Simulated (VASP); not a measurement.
A run of VASP 6.6.1 is set up as follows.

INCAR

```
SYSTEM = Zr2CN
PREC     = Accurate       ! precision mode
ENCUT    = 520            ! plane-wave cutoff, eV
EDIFF    = 1E-6           ! SCF threshold, eV
ISMEAR   = 0              ! smearing method
SIGMA    = 0.05           ! smearing width, eV
LREAL    = .False.        ! projectors in reciprocal space
LASPH    = .True.         ! aspherical terms in the spheres
NELM     = 80             ! most SCF steps
ALGO     = Normal         ! electronic algorithm
ISIF     = 2              ! what is computed and relaxed
LWAVE    = .False.        ! write WAVECAR
LCHARG   = .False.        ! write CHGCAR
GGA      = CA             ! functional
NBANDS   = 24             ! bands
```

KPOINTS

```
regular mesh
0
Gamma
  8 8 8
  0 0 0
```

Contents of POSCAR:

```
Zr2CN
1.0
    1.6449830000      0.9497310000      5.3726180000
   -1.6449830000      0.9497310000      5.3726180000
    0.0000000000     -1.8994630000      5.3726180000
Zr C N
2 1 1
Direct
    0.7490670000      0.7490670000      0.7490670000
    0.2509330000      0.2509330000      0.2509330000
    0.0000000000      0.0000000000      0.0000000000
    0.5000000000      0.5000000000      0.5000000000
```

Potentials or basis: VASP PAW LDA potentials, release 64 (Zr_sv, C, N).

Launch:

```sh
$ cat potpaw_LDA.64/Zr_sv/POTCAR potpaw_LDA.64/C/POTCAR potpaw_LDA.64/N/POTCAR > POTCAR
$ mpirun -np 1 vasp_std > vasp.out
```

Problem. What does it give for the band gap on the k mesh?

Solution. Zero (an odd number of electrons rules out a gap without spin polarisation).

Problem. Predict the pressure.

Solution. -9.8 GPa.

Problem. Predict the largest force.

Solution. 0.103 eV/Å.

Stress tensor (GPa, compression positive):
```
-9.96  0.00  0.00
 0.00 -9.96  0.00
 0.00  0.00 -9.41
```

Caveat: the cell stands under tension; an odd number of electrons without spin polarisation forces a metal; a magnetic or distorted state may lie lower.
